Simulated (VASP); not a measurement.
Wanted: the native input for a VASP 6.6.1 run.

* Task: single point
* Functional: PBE
* Potentials or basis: VASP PAW PBE potentials, release 64 (Ta_pv)
* Cutoff: 520 eV
* k mesh: 18 × 18 × 3
* Occupations: gaussian, width 0.1 eV
* Spin: no spin polarisation
* Dipole correction: no
* Further INCAR settings: ALGO = Fast; EDIFF = 1e-07; NBANDS = 54

The structure of Ta lies in POSCAR:

```
Ta
1.0
    2.9436225088      0.0000000000      0.0000000000
   -1.4718112544      2.5492518718      0.0000000000
    0.0000000000      0.0000000000     20.0280268319
Ta
8
Direct
    0.0000000000      0.0000000000      0.0000000000
    0.3333333333      0.6666666667      0.1250000000
    0.0000000000      0.0000000000      0.2500000000
    0.6666666667      0.3333333333      0.3750000000
    0.0000000000      0.0000000000      0.5000000000
    0.3333333333      0.6666666667      0.6250000000
    0.0000000000      0.0000000000      0.7500000000
    0.6666666667      0.3333333333      0.8750000000
```

This isn't the form of Ta at room conditions, which is bcc.

These files were run (other wordings do the same):

INCAR

```
PREC = Accurate
ENCUT = 520
EDIFF = 1E-7
ISMEAR = 0
SIGMA = 0.1
LREAL = False
LASPH = True
NELM = 80
ALGO = Fast
ISIF = 2
LWAVE = False
LCHARG = False
GGA = PE
NBANDS = 54
```

KPOINTS

```
Automatic mesh
0
Gamma
  18 18 3
```

Potentials or basis: VASP PAW PBE potentials, release 64 (Ta_pv).

Run with:

```sh
$ cat potpaw_PBE.64/Ta_pv/POTCAR > POTCAR
$ mpirun -np 1 vasp_std > vasp.out
```

Results of the run:

```json
{
 "Pressure": "0.0 GPa",
 "Band gap on the k mesh": "zero (bands 44 and 45 overlap by 1.12 eV)"
}
```

Caveat: spin-orbit coupling is left out, which moves the levels of the heavy elements.

Wall time 7.6 min on 1 thread of Intel(R) Xeon(R) 6975P-C (Granite Rapids) (shared host), peak memory 0.55 GiB.
